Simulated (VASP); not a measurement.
W, 1 atom in the cell. The structure is cubic, space group Im-3m (No. 229). Conventional cell: a = 3.183 Å, b = 3.183 Å, c = 3.183 Å, α = 90.00°, β = 90.00°, γ = 90.00°. Within 3.6 Å of W (site symmetry m-3m) lie 14 W at 2.76 to 3.18 Å. 

- Program: VASP 6.6.1
- Task: elastic constants
- Functional: PBE
- Potentials or basis: VASP PAW PBE potentials, release 64 (W_sv)
- Cutoff: 600 eV
- k mesh: 16 × 16 × 16
- Occupations: gaussian, width 0.1 eV
- Spin: no spin polarisation
- Dipole correction: no
- Ions in elastic constants: relaxed
- Further INCAR settings: ALGO = Fast; EDIFF = 1e-08; NBANDS = 13; IBRION = 6; POTIM = 0.015; NSW = 1; ISIF = 3

Potentials or basis: VASP PAW PBE potentials, release 64 (W_sv).

Run with:

```console
$ cat potpaw_PBE.64/W_sv/POTCAR > POTCAR
$ mpirun -np 1 vasp_std > vasp.out
```

Hardware: 1 thread of Intel(R) Xeon(R) 6975P-C (Granite Rapids), on a shared host.

Task: Estimate the wall time of this run.

Result: Run time: 10 min on 1 thread of Intel(R) Xeon(R) 6975P-C (Granite Rapids), on a shared host, peak memory 0.56 GiB. Counts: scf iterations 182, k points 145.
